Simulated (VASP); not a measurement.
Here is a VASP 6.6.1 calculation.

INCAR

```
PREC     = Accurate       # precision mode
ENCUT    = 520            # plane-wave cutoff, eV
EDIFF    = 1E-6           # SCF threshold, eV
ISMEAR   = -1             # smearing method
SIGMA    = 0.1379         # smearing width, eV
LREAL    = Auto         
LASPH    = True           # aspherical terms in the spheres
NELM     = 80             # most SCF steps
ALGO     = Normal         # electronic algorithm
ISIF     = 2              # what is computed and relaxed
LWAVE    = False          # write WAVECAR
LCHARG   = True           # write CHGCAR
GGA      = PE             # functional
LELF     = True           # ELF
LVHAR    = True         
ISYM     = 0            
NBANDS   = 61             # bands
```

Contents of KPOINTS:

```
Automatic mesh
0
Gamma
  1 1 1
  0.25 0.25 0.25
```

The input POSCAR:

```
Si15C7
1.0
    7.0498510000      0.0733280000     -0.0802340000
    0.0733280000      7.4467350000      0.2804210000
   -0.0802340000      0.2804210000      6.9363850000
Si C
15 7
Direct
    0.7355683670     -0.0147986748      0.4441038742
    0.4298138053      0.8975460574      0.1995605662
    0.1888061995      0.3197509536      0.7320371915
    0.7664901369      0.2238907028      0.9457925007
    0.7709143731      0.6750149505      0.6279627178
    0.5820080324      0.4117800662      0.4955494908
    0.4065875741      0.1325555416      0.4842068008
    0.5264862695      0.7926671367      0.8338416319
    0.2455067252      0.3616254435      0.1852344727
    1.0919470686      0.5904494862      0.4655708767
    0.9762259218      1.0017450501      0.8216124338
    0.0509582080      0.8894988094      0.2999469371
    0.4775424970      0.5714460933      1.0777157928
    0.7682018138      0.3568811656      0.2315191459
    0.9126500218      0.4641430197      0.8620329051
    0.3697103149      0.3541414611      0.9463459186
    0.2420225776      0.0525311827      0.2970824994
    0.4561687571     -0.0001962679      0.9376994330
    0.4841256607      0.1781412560      0.9610453845
    0.0185398638      0.8053514802      1.0511639795
    1.0040017705      0.6353918264      1.0531058854
    0.0143520093      0.5047707032      0.2394540115
```

Potentials or basis: VASP PAW PBE potentials, release 64 (Si, C).

Launch:

```sh
$ cat potpaw_PBE.64/Si/POTCAR potpaw_PBE.64/C/POTCAR > POTCAR
$ mpirun -np 1 vasp_std > vasp.out
```

Task: What does it give for the pressure?

Result: -3.9 GPa.

Task: Predict the band gap on the k mesh.

Result: 0.48 eV.

Task: What does it give for the largest force?

Result: 5.834 eV/Å.

Forces in eV/Å, atoms in the order of the input:
```
Si   0.294 -0.591 -0.146
Si   0.163  0.359 -0.013
Si  -0.318 -0.427  0.480
Si  -1.991 -3.801 -0.064
Si  -0.422  0.505 -0.502
Si   0.145  0.619 -0.928
Si  -0.738 -0.063  0.991
Si   0.169  1.013 -0.388
Si  -0.883 -1.248  1.253
Si   0.280  0.706  1.134
Si  -0.683 -0.499  1.122
Si  -0.404  0.950 -0.024
Si   0.670 -0.854  0.536
Si   0.886  1.273  1.326
Si   1.741  3.645 -0.893
C    0.313 -2.168  0.071
C    0.700  0.991  0.234
C    0.072 -0.408  0.449
C    1.742  2.250 -1.253
C    0.227  5.299 -1.206
C   -1.512 -5.634  0.101
C   -0.450 -1.918 -2.279
```

Caveat: the k points lie up to 0.91 Å⁻¹ apart.
